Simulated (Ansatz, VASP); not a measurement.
# One calculation of SnO2, two programs

```
CELL_PARAMETERS angstrom
3.21118 0.00000 0.00000
-1.60559 2.78096 0.00000
0.00000 0.00000 10.33306
ATOMIC_POSITIONS crystal
Sn 0.00000 0.00000 0.50000
Sn 0.00000 0.00000 0.00000
O 0.66667 0.33333 0.40179
O 0.66667 0.33333 0.09821
O 0.33333 0.66667 0.59821
O 0.33333 0.66667 0.90179
```

Alike in both runs: task single point; functional PBE; dispersion D3(BJ); k mesh 12 × 12 × 4; occupations gaussian, width 0.05 eV; no spin polarisation.

```csv
,VASP,Ansatz
version,VASP 6.6.1,Ansatz 0.2.0
potentials or method,"VASP PAW PBE potentials, release 64 (Sn_d, O), cutoff 520 eV","scalar-relativistic, plane waves, PAW"
valence electrons in the cell,52,52
```

|  | VASP | Ansatz | Ansatz less VASP |
| --- | --- | --- | --- |
| gap on the k mesh at the Fermi level (eV) | 2.06 | 2.08 | +0.026 |
| least direct gap on the mesh (eV) | 2.43 | 2.45 | +0.020 |
| pressure (GPa) | 0.6 | 0.0 | -0.56 |
| traceless stress, the component that is largest in VASP (GPa) | -0.35 | 0.00 | +0.351 |
| rms of the force components (eV/Å) | 0.026 | 0.000 | -0.0255 |

Atom by atom the forces differ by 0.026 eV/Å (rms over components).
